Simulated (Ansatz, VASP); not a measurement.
One calculation of Co, two programs

File INCAR:

```
SYSTEM = Co
PREC = Accurate
ENCUT = 520
EDIFF = 1E-7
ISMEAR = -1
SIGMA = 0.1
LREAL = .FALSE.
LASPH = .TRUE.
NELM = 150
ALGO = Normal
ISIF = 2
LWAVE = .FALSE.
LCHARG = .FALSE.
ISPIN = 2
MAGMOM = 1.97 1.97
LORBIT = 11
LMAXMIX = 4
GGA = PE
NBANDS = 20
```

Contents of KPOINTS:

```
regular mesh
0
G
  7 14 14
  0 0 0
```

The input POSCAR:

```
Co
1.0
    0.0000000000      3.5921000000      3.5921000000
    1.7960500000      0.0000000000      1.7960500000
    1.7960500000      1.7960500000      0.0000000000
Co
2
Direct
    0.0000000000      0.0000000000      0.0000000000
    0.5000000000      0.0000000000      0.0000000000
```

Input for Ansatz:

```yaml
crystal:
  lattice:
    - [0.0, 3.5921, 3.5921]
    - [1.79605, 0.0, 1.79605]
    - [1.79605, 1.79605, 0.0]
  atoms:
    - { symbol: Co, position: [0.0, 0.0, 0.0] }
    - { symbol: Co, position: [0.5, 0.0, 0.0] }
hamiltonian:
  xc: pbe
  pseudopotentials: { kind: paw }
basis:
  ecutwfc: 420
kpoints:
  mp_grid: { grid: [7, 14, 14] }
scf:
  occupations: { method: fermi_dirac, width: 0.1 }
  lower_state_search: "off"
output:
  forces: true
  stress: true
magnetization:
  spin_polarized: true
```

Alike in both runs: task single point; functional PBE; k mesh 7 × 14 × 14; occupations fermi-dirac, width 0.1 eV; collinear spin.

|  | VASP | Ansatz |
| --- | --- | --- |
| version | VASP 6.6.1 | Ansatz 0.2.0 |
| potentials or method | VASP PAW PBE potentials, release 64 (Co), cutoff 520 eV | PAW, plane waves, scalar-relativistic |
| valence electrons in the cell | 18 | 34 |

VASP gave:

- pressure (GPa): -10.8
- net moment per atom (μB): 1.70
- size of the moment on the site where the two differ most (μB): 1.73

Problem. Which values does Ansatz return?

Solution. Pressure (GPa): -10.3; net moment per atom (μB): 1.71; size of the moment on the site where the two differ most (μB): 1.79.

Site moments also hang on the region over which each program counts them. With one functional, cell and mesh, what is left measures potentials, basis and numerics. VASP's potentials hold 18 valence electrons a cell and Ansatz's 34, so a difference there can come from the potentials and not from the codes. Ansatz's warnings: no starting moments.
